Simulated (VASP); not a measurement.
# TeF (Fd-3m) in VASP: further runs

The runs below take TeF through single point, relaxation of cell and atoms, with PBE.

Program: VASP 6.6.1. These are calculated values, not measurements. Logs are shortened: lines on timing, memory, paths and dates and some standing lists are left out, and cuts for length are marked.

## (1) The cell of the first run

The structure is cubic, space group Fd-3m (No. 227). Conventional cell: a = 6.684 Å, b = 6.684 Å, c = 6.684 Å, α = 90.00°, β = 90.00°, γ = 90.00°. Within 3.8 Å of Te (site symmetry -43m) lie 4 Te at 2.89 Å and 10 F at 2.89 to 3.34 Å. F (site symmetry -43m) has 10 Te at 2.89 to 3.34 Å and 4 F at 2.89 Å within 3.8 Å.

The cell was built from a structure type or drawn by symmetry, and may not be a known phase.

## (2) Single point, PBE

Contents of INCAR:

```
SYSTEM = TeF
  ALGO = Normal
  EDIFF = 1E-6
  ENCUT = 520
  GGA = PE
  ISIF = 2
  ISMEAR = 0
  LASPH = .TRUE.
  LCHARG = .FALSE.
  LREAL = .FALSE.
  LWAVE = .FALSE.
  NBANDS = 21
  NELM = 60
  PREC = Accurate
  SIGMA = 0.1
```

Contents of KPOINTS:

```
k-points
0
G
  4 4 4
  0 0 0
```

Contents of POSCAR:

```
TeF
1.0
    0.0000000000      3.3421990694      3.3421990694
    3.3421990694      0.0000000000      3.3421990694
    3.3421990694      3.3421990694      0.0000000000
Te F
2 2
Direct
    0.7500000000      0.7500000000      0.7500000000
    0.5000000000      0.5000000000      0.5000000000
    0.2500000000      0.2500000000      0.2500000000
    0.0000000000      0.0000000000      0.0000000000
```

Potentials or basis: VASP PAW PBE potentials, release 64 (Te, F).

On the command line:

```bash
$ cat potpaw_PBE.64/Te/POTCAR potpaw_PBE.64/F/POTCAR > POTCAR
$ mpirun -np 1 vasp_std > vasp.out
```

OUTCAR:

```text
SYSTEM = TeF
   EDIFF = 1E-6
   ENCUT = 520
   GGA = PE
   ISIF = 2
   ISMEAR = 0
   LASPH = .TRUE.
   LREAL = .FALSE.
   NELM = 60
   PREC = Accurate

 ion  position               nearest neighbor table
   1  0.750  0.750  0.750-   2 2.89   2 2.89   2 2.89   2 2.89
   2  0.500  0.500  0.500-   1 2.89   1 2.89   1 2.89   1 2.89
   3  0.250  0.250  0.250-
   4  0.000  0.000  0.000-

  LATTYP: Found a face centered cubic cell.
 ALAT       =     6.6843981388

  Lattice vectors:

 A1 = (   0.0000000000,   3.3421990694,   3.3421990694)
 A2 = (   3.3421990694,   0.0000000000,   3.3421990694)
 A3 = (   3.3421990694,   3.3421990694,   0.0000000000)

Analysis of symmetry for initial positions (statically):
=====================================================================
 Subroutine PRICEL returns:
 Original cell was already a primitive cell.

 Routine SETGRP: Setting up the symmetry group for a
 face centered cubic supercell.

 Subroutine GETGRP returns: Found 48 space group operations
 (whereof 24 operations were pure point group operations)
 out of a pool of 48 trial point group operations.

The static configuration has the point symmetry T_d .
 The point group associated with its full space group is O_h .

Analysis of symmetry for dynamics (positions and initial velocities):
=====================================================================
 Subroutine PRICEL returns:
 Original cell was already a primitive cell.

 Routine SETGRP: Setting up the symmetry group for a
 face centered cubic supercell.

 Subroutine GETGRP returns: Found 48 space group operations
 (whereof 24 operations were pure point group operations)
 out of a pool of 48 trial point group operations.

The dynamic configuration has the point symmetry T_d .
 The point group associated with its full space group is O_h .

 Subroutine INISYM returns: Found 48 space group operations
 (whereof 24 operations are pure point group operations),
 and found     1 'primitive' translations

----------------------------------------------------------------------------------------

                                     Primitive cell

  volume of cell :      74.6667

  direct lattice vectors                    reciprocal lattice vectors
     0.000000000  3.342199069  3.342199069    -0.149602100  0.149602100  0.149602100
     3.342199069  0.000000000  3.342199069     0.149602100 -0.149602100  0.149602100
     3.342199069  3.342199069  0.000000000     0.149602100  0.149602100 -0.149602100

  length of vectors
     4.726583252  4.726583252  4.726583252     0.259118438  0.259118438  0.259118438

  position of ions in fractional coordinates (direct lattice)
     0.750000000  0.750000000  0.750000000
     0.500000000  0.500000000  0.500000000
     0.250000000  0.250000000  0.250000000
     0.000000000  0.000000000  0.000000000

  ion indices of the primitive-cell ions
   primitive index   ion index
                 1           1
                 2           2
                 3           3
                 4           4

----------------------------------------------------------------------------------------

 KPOINTS: k-points

Automatic generation of k-mesh.
 Grid dimensions read from file:
 generate k-points for:    4    4    4

 Generating k-lattice:

  Cartesian coordinates                     Fractional coordinates (reciprocal lattice)
    -0.037400525  0.037400525  0.037400525     0.250000000  0.000000000  0.000000000
     0.037400525 -0.037400525  0.037400525     0.000000000  0.250000000  0.000000000
     0.037400525  0.037400525 -0.037400525     0.000000000  0.000000000  0.250000000

  Length of vectors
     0.064779610  0.064779610  0.064779610

  Shift w.r.t. Gamma in fractional coordinates (k-lattice)
     0.000000000  0.000000000  0.000000000

 Subroutine IBZKPT returns following result:
 ===========================================

 Found      8 irreducible k-points:

 Following reciprocal coordinates:
            Coordinates               Weight
  0.000000  0.000000  0.000000      1.000000
[... 48 lines left out ...]
[... 13 lines left out ...]
     20      17.1515      0.00000
     21      17.1515      0.00000

 k-point     2 :       0.2500    0.0000    0.0000
  band No.  band energies     occupation
      1     -15.5651      2.00000
      2     -15.2144      2.00000
      3      -7.7053      2.00000
      4      -3.4527      2.00000
      5       1.5498      2.00000
      6       1.6158      2.00000
[... 13 lines left out ...]
     20      17.0887      0.00000
     21      17.2013      0.00000

 k-point     3 :       0.5000    0.0000    0.0000
  band No.  band energies     occupation
      1     -15.4812      2.00000
      2     -15.2736      2.00000
      3      -7.2875      2.00000
      4      -4.6277      2.00000
      5       1.3486      2.00000
      6       1.3486      2.00000
[... 13 lines left out ...]
     20      14.8318      0.00000
     21      14.8318      0.00000

 k-point     4 :       0.2500    0.2500    0.0000
  band No.  band energies     occupation
      1     -15.5427      2.00000
      2     -15.2298      2.00000
      3      -7.5654      2.00000
      4      -3.8260      2.00000
      5       0.6682      2.00000
      6       0.6682      2.00000
[... 13 lines left out ...]
     20      16.7304      0.00000
     21      16.7789      0.00000

 k-point     5 :       0.5000    0.2500    0.0000
  band No.  band energies     occupation
      1     -15.4486      2.00000
      2     -15.2994      2.00000
      3      -6.9711      2.00000
      4      -5.1506      2.00000
      5       0.4507      2.00000
      6       0.5714      2.00000
[... 13 lines left out ...]
     20      14.9586      0.00000
     21      17.2797      0.00000

 k-point     6 :      -0.2500    0.2500    0.0000
  band No.  band energies     occupation
      1     -15.4851      2.00000
      2     -15.2704      2.00000
      3      -7.2478      2.00000
      4      -4.6672      2.00000
      5       0.7021      2.00000
      6       1.0891      2.00000
[... 13 lines left out ...]
     20      16.7448      0.00000
     21      17.8587      0.00000

 k-point     7 :       0.5000    0.5000    0.0000
  band No.  band energies     occupation
      1     -15.3710      2.00000
      2     -15.3710      2.00000
      3      -6.1454      2.00000
      4      -6.1454      2.00000
      5      -0.0058      2.00000
      6      -0.0058      2.00000
[... 13 lines left out ...]
     20      14.8388      0.00000
     21      15.2740      0.00000

 k-point     8 :      -0.2500    0.5000    0.2500
  band No.  band energies     occupation
      1     -15.3699      2.00000
      2     -15.3699      2.00000
      3      -6.1713      2.00000
      4      -6.1713      2.00000
      5       0.4201      2.00000
      6       0.4201      2.00000
[... 13 lines left out ...]
     20      14.8319      0.00000
     21      17.5854      0.00000

------------------------ aborting loop because EDIFF is reached ----------------------------------------

  FORCE on cell =-STRESS in cart. coord.  units (eV):
  Direction    XX          YY          ZZ          XY          YZ          ZX
  --------------------------------------------------------------------------------------
  -------------------------------------------------------------------------------------
  Total       -0.2873844     -0.2873844     -0.2873844      0.0000000      0.0000000      0.0000000
  in kB       -6.1666149     -6.1666149     -6.1666149      0.0000000      0.0000000      0.0000000
  external PRESSURE =      -6.1666149 kB  Pullay stress =       0.0000000 kB

 VOLUME and BASIS-vectors are now :
 -----------------------------------------------------------------------------
  energy-cutoff  :      520.00
  volume of cell :       74.67
      direct lattice vectors                 reciprocal lattice vectors
     0.000000000  3.342199069  3.342199069    -0.149602100  0.149602100  0.149602100
     3.342199069  0.000000000  3.342199069     0.149602100 -0.149602100  0.149602100
     3.342199069  3.342199069  0.000000000     0.149602100  0.149602100 -0.149602100

 POSITION                                       TOTAL-FORCE (eV/Angst)
 -----------------------------------------------------------------------------------
      5.01330      5.01330      5.01330         0.000000      0.000000      0.000000
      3.34220      3.34220      3.34220        -0.000000     -0.000000     -0.000000
      1.67110      1.67110      1.67110        -0.000000      0.000000      0.000000
      0.00000      0.00000      0.00000        -0.000000      0.000000      0.000000
 -----------------------------------------------------------------------------------
    total drift:                               -0.000000      0.000000      0.000000

  FREE ENERGIE OF THE ION-ELECTRON SYSTEM (eV)
  ---------------------------------------------------
  free  energy   TOTEN  =       -13.3649228282 eV

  energy  without entropy=      -13.3596240921  energy(sigma->0) =      -13.36227346
```

Wall time 7.7 s (1 thread of Intel Xeon Platinum 8481C at 2.70GHz (Sapphire Rapids), shared host); peak memory 0.2 GiB.

What came out:

- Free energy: -13.3649 eV
- Pressure: -0.6 GPa
- Band gap on the k mesh: zero (bands 13 and 14 overlap by 0.93 eV)

Caveat: the k points lie up to 0.41 Å⁻¹ apart, too coarse for converged energies and pressures of a metal; spin-orbit coupling is left out, which moves the levels of the heavy elements.

## (3) Single point, PBE

This run uses another cell than the first one, of 24.82 Å³/atom.

Contents of INCAR:

```
ALGO = Normal
EDIFF = 1E-7
ENCUT = 520
GGA = PE
ISIF = 2
ISMEAR = 0
LASPH = T
LCHARG = F
LREAL = F
LWAVE = F
NBANDS = 21
NELM = 100
PREC = Accurate
SIGMA = 0.1
```

Contents of KPOINTS:

```
k-points
0
Gamma
  4 4 4
```

Contents of POSCAR:

```
TeF
1.0
    0.0000000000      3.6753395600      3.6753395600
    3.6753395600      0.0000000000      3.6753395600
    3.6753395600      3.6753395600      0.0000000000
Te F
2 2
Direct
    0.7500000000      0.7500000000      0.7500000000
    0.5000000000      0.5000000000      0.5000000000
    0.2500000000      0.2500000000      0.2500000000
    0.0000000000      0.0000000000      0.0000000000
```

Potentials or basis: VASP PAW PBE potentials, release 64 (Te, F).

On the command line:

```bash
$ cat potpaw_PBE.64/Te/POTCAR potpaw_PBE.64/F/POTCAR > POTCAR
$ mpirun -np 1 vasp_std > vasp.out
```

Wall time 15 s (1 thread of Intel Xeon Platinum 8481C at 2.70GHz (Sapphire Rapids), shared host); peak memory 0.24 GiB.

It converged, with:

- Free energy: -12.1529 eV
- Pressure: -11.7 GPa
- Band gap on the k mesh: zero (bands 13 and 14 overlap by 0.55 eV)

Levels at points of the mesh, in eV from the Fermi level:
```tsv
k point	band 10	band 11	band 12	band 13	band 14	band 15	band 16	band 17
(0.00, 0.00, 0.00)	-1.75	-1.59	-1.59	-1.59	0.88	0.88	0.88	6.96
(0.50, 0.00, 0.00)	-1.53	-0.89	-0.89	-0.73	1.32	1.32	1.73	8.31
(0.50, 0.50, 0.00)	-1.08	-0.91	-0.91	-0.34	-0.34	2.15	2.15	7.48
```

Caveat: the k points lie up to 0.37 Å⁻¹ apart, too coarse for converged energies and pressures of a metal; spin-orbit coupling is left out, which moves the levels of the heavy elements.

## (4) Relaxation of cell and atoms, PBE

This run uses another cell than the first one, of 24.82 Å³/atom.

Contents of INCAR:

```
SYSTEM = TeF
PREC = Accurate
ENCUT = 600
EDIFF = 1E-6
ISMEAR = 0
SIGMA = 0.1
LREAL = .FALSE.
LASPH = .TRUE.
NELM = 60
ALGO = Normal
ISIF = 3
LWAVE = .FALSE.
LCHARG = .FALSE.
GGA = PE
IBRION = 2
NSW = 90
EDIFFG = -0.04
```

Contents of KPOINTS:

```
Automatic mesh
0
G
  4 4 4
  0 0 0
```

POSCAR is that of step 3.

On the command line:

```bash
$ cat potpaw_PBE.64/Te/POTCAR potpaw_PBE.64/F/POTCAR > POTCAR
$ mpirun -np 1 vasp_std > vasp.out
```

It took 35 s on 1 thread of Intel Xeon Platinum 8481C at 2.70GHz (Sapphire Rapids), shared host; peak memory 0.27 GiB.

The run converged. Its results:

- Free energy: -13.4024 eV
- Relaxed volume: 18.53 Å³/atom
- Relaxed cell: a = 4.715 Å, b = 4.715 Å, c = 4.715 Å, α = 60.00°, β = 60.00°, γ = 60.00°
- Space group after relaxing (to 0.1 Å): Fd-3m (No. 227)
- Energy gained by relaxing: 312.0 meV/atom
- Ionic steps: 3
- Pressure after relaxing: -0.1 GPa
- Band gap on the k mesh: zero (bands 13 and 14 overlap by 0.94 eV)

Step by step:
```tsv
step	energy change (eV)	largest force (eV/Å)	pressure (GPa)	volume (Å³)
1	0.0000	0.0000	-11.78	99.29
2	-1.2427	0.0000	-1.30	75.30
3	-1.2479	0.0000	-0.11	74.13
```

Final structure:
```cif
data_structure
_symmetry_space_group_name_H-M 'P 1'
_symmetry_Int_Tables_number 1
_cell_length_a 4.7153
_cell_length_b 4.7153
_cell_length_c 4.7153
_cell_angle_alpha 60.000
_cell_angle_beta 60.000
_cell_angle_gamma 60.000
_cell_volume 74.13
loop_
_atom_site_label
_atom_site_type_symbol
_atom_site_fract_x
_atom_site_fract_y
_atom_site_fract_z
_atom_site_occupancy
Te1 Te 0.75000 0.75000 0.75000 1
Te2 Te 0.50000 0.50000 0.50000 1
F1 F 0.25000 0.25000 0.25000 1
F2 F 0.00000 0.00000 0.00000 1
```

Levels at points of the mesh, in eV from the Fermi level:
```csv
k point,band 11,band 12,band 13,band 14,band 15,band 16
"(0.00, 0.00, 0.00)",-3.02,-3.02,-3.02,1.13,1.13,1.13
"(0.50, 0.00, 0.00)",-1.80,-1.80,-1.21,1.81,1.81,3.19
"(0.50, 0.50, 0.00)",-1.65,-1.65,-0.25,-0.25,3.31,3.31
```

Caveat: the k points lie up to 0.41 Å⁻¹ apart in the final cell, too coarse for converged energies and pressures of a metal; the volume moved by over 15 % at a fixed basis, so the end points are rough; spin-orbit coupling is left out, which moves the levels of the heavy elements.

## (5) Single point, PBE

Contents of INCAR:

```
SYSTEM = TeF
PREC     = Accurate       ! precision mode
ENCUT    = 520            ! plane-wave cutoff, eV
EDIFF    = 1E-6           ! SCF threshold, eV
ISMEAR   = 0              ! smearing method
SIGMA    = 0.1            ! smearing width, eV
LREAL    = .False.        ! projectors in reciprocal space
LASPH    = .True.         ! aspherical terms in the spheres
NELM     = 100            ! most SCF steps
ALGO     = Normal         ! electronic algorithm
ISIF     = 2              ! what is computed and relaxed
LWAVE    = .False.        ! write WAVECAR
LCHARG   = .True.         ! write CHGCAR
GGA      = PE             ! functional
LELF     = .True.         ! ELF
LVHAR    = .True.       
NBANDS   = 21             ! bands
```

Contents of KPOINTS:

```
regular mesh
0
Gamma
  12 12 12
  0 0 0
```

Contents of POSCAR:

```
TeF
1.0
    0.0000000000      3.3421990694      3.3421990694
    3.3421990694      0.0000000000      3.3421990694
    3.3421990694      3.3421990694      0.0000000000
Te F
2 2
Direct
    0.2500000000      0.2500000000      0.2500000000
    0.0000000000      0.0000000000      0.0000000000
    0.7500000000      0.7500000000      0.7500000000
    0.5000000000      0.5000000000      0.5000000000
```

On the command line:

```bash
$ cat potpaw_PBE.64/Te/POTCAR potpaw_PBE.64/F/POTCAR > POTCAR
$ mpirun -np 1 vasp_std > vasp.out
```

Run time: 46 s. Hardware: 1 thread of Intel Xeon Platinum 8481C at 2.70GHz (Sapphire Rapids), shared host; peak memory 0.26 GiB.

It converged, with:

```
Free energy            : -13.2979 eV
Pressure               : -0.3 GPa
Band gap on the k mesh : zero (bands 13 and 14 overlap by 1.04 eV)
```

Levels at points of the mesh, in eV from the Fermi level:
| k point | band 10 | band 11 | band 12 | band 13 | band 14 | band 15 | band 16 | band 17 |
| --- | --- | --- | --- | --- | --- | --- | --- | --- |
| (0.00, 0.00, 0.00) | -3.21 | -3.05 | -3.05 | -3.05 | 1.06 | 1.06 | 1.06 | 6.34 |
| (0.50, 0.00, 0.00) | -2.73 | -1.84 | -1.84 | -1.27 | 1.73 | 1.73 | 3.08 | 8.43 |
| (0.50, 0.50, 0.00) | -2.22 | -1.70 | -1.70 | -0.31 | -0.31 | 3.22 | 3.22 | 7.90 |

Caveat: spin-orbit coupling is left out, which moves the levels of the heavy elements.

## (6) Relaxation of cell and atoms, PBE

Contents of INCAR:

```
PREC = Accurate
ENCUT = 600
EDIFF = 1E-6
ISMEAR = 0
SIGMA = 0.1
LREAL = False
LASPH = True
NELM = 60
ALGO = Normal
ISIF = 3
LWAVE = False
LCHARG = False
GGA = PE
IBRION = 2
NSW = 100
EDIFFG = -0.01
```

Contents of KPOINTS:

```
Automatic mesh
0
Gamma
  12 12 12
```

POSCAR is that of step 5.

Potentials or basis: VASP PAW PBE potentials, release 64 (Te, F).

On the command line:

```bash
$ cat potpaw_PBE.64/Te/POTCAR potpaw_PBE.64/F/POTCAR > POTCAR
$ mpirun -np 1 vasp_std > vasp.out
```

Wall time 75 s (1 thread of Intel Xeon Platinum 8481C at 2.70GHz (Sapphire Rapids), shared host); peak memory 0.3 GiB.

It converged, with:

| Property | Result |
| --- | --- |
| Free energy | -13.3011 eV |
| Relaxed volume | 18.57 Å³/atom |
| Relaxed cell | a = 4.718 Å, b = 4.718 Å, c = 4.718 Å, α = 60.00°, β = 60.00°, γ = 60.00° |
| Space group after relaxing (to 0.1 Å) | Fd-3m (No. 227) |
| Energy gained by relaxing | 0.1 meV/atom |
| Ionic steps | 2 |
| Pressure after relaxing | 0.1 GPa |
| Band gap on the k mesh | zero (bands 13 and 14 overlap by 1.05 eV) |

The path:
| step | energy change (eV) | largest force (eV/Å) | pressure (GPa) | volume (Å³) |
| --- | --- | --- | --- | --- |
| 1 | 0.0000 | 0.0000 | -0.31 | 74.67 |
| 2 | -0.0002 | 0.0000 | 0.07 | 74.28 |

Final structure:
```
Te F
1.0
     0.00000    3.33641    3.33641
     3.33641    0.00000    3.33641
     3.33641    3.33641    0.00000
Te F
2 2
Cartesian
  1.6682 1.6682 1.6682
  0.0000 3.3364 3.3364
  5.0046 5.0046 5.0046
  3.3364 3.3364 3.3364
```

Levels at points of the mesh, in eV from the Fermi level:
| k point | band 11 | band 12 | band 13 | band 14 | band 15 | band 16 |
| --- | --- | --- | --- | --- | --- | --- |
| (0.00, 0.00, 0.00) | -3.09 | -3.09 | -3.09 | 1.06 | 1.06 | 1.06 |
| (0.50, 0.00, 0.00) | -1.87 | -1.87 | -1.28 | 1.73 | 1.73 | 3.11 |
| (0.50, 0.50, 0.00) | -1.72 | -1.72 | -0.32 | -0.32 | 3.24 | 3.24 |

Caveat: spin-orbit coupling is left out, which moves the levels of the heavy elements.

## (7) Summary

```csv
task,cell,k mesh,cutoff (eV),gap on the mesh (eV),pressure (GPa),relaxed volume (Å³/atom)
single point,"a = 4.727 Å, angles 60.0°, 4 atoms",4 × 4 × 4,520,none,-0.6,-
single point,"a = 5.198 Å, angles 60.0°, 4 atoms",4 × 4 × 4,520,none,-11.7,-
relaxation of cell and atoms,"relaxed from a = 5.198 Å, angles 60.0°, 4 atoms",4 × 4 × 4,600,none,-0.1,18.53
single point,"a = 4.727 Å, angles 60.0°, 4 atoms",12 × 12 × 12,520,none,-0.3,-
relaxation of cell and atoms,"relaxed from a = 4.727 Å, angles 60.0°, 4 atoms",12 × 12 × 12,600,none,0.1,18.57
```

Alike in all rows: level PBE; potentials or basis VASP PAW PBE potentials, release 64 (Te, F); no spin polarisation; smearing gaussian 0.1 eV.

Caveats: some runs use coarse meshes; spin-orbit coupling is left out, which moves the levels of the heavy elements; the volume moved by over 15 % at a fixed basis, so the end points are rough (at least some runs).

Total energies depend on the potentials used, so only differences within one code and one set of settings carry meaning.
